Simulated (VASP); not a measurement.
A run of VASP 6.6.1:

Contents of INCAR:

```
PREC = Accurate
ENCUT = 520
EDIFF = 1E-6
ISMEAR = -1
SIGMA = 0.05
LREAL = False
LASPH = True
NELM = 100
ALGO = Normal
ISIF = 2
LWAVE = False
LCHARG = False
GGA = PS
NBANDS = 16
```

Contents of KPOINTS:

```
regular mesh
0
Gamma
  6 6 4
```

The input POSCAR:

```
Te
1.0
    3.8202894285     -2.1482026000      0.0000000000
    3.8202894285      2.1482026000      0.0000000000
   -0.0942908673      0.0000000000      5.9760906531
Te
3
Direct
    0.0000000000      0.0000000000      0.0000000000
    0.3094466100      0.3094466100      0.3388094900
    0.6905533900      0.6905533900      0.6611905100
```

Potentials or basis: VASP PAW PBE potentials, release 64 (Te).

Run with:

```console
$ cat potpaw_PBE.64/Te/POTCAR > POTCAR
$ mpirun -np 1 vasp_std > vasp.out
```

Hardware: 1 thread of Intel Xeon 8259CL, on a shared host.

Problem. How long does it take, and how much memory?

Solution. Run time: 2.2 min on 1 thread of Intel Xeon 8259CL (shared host), peak memory 0.26 GiB. Counts: scf iterations 12, k points 47.
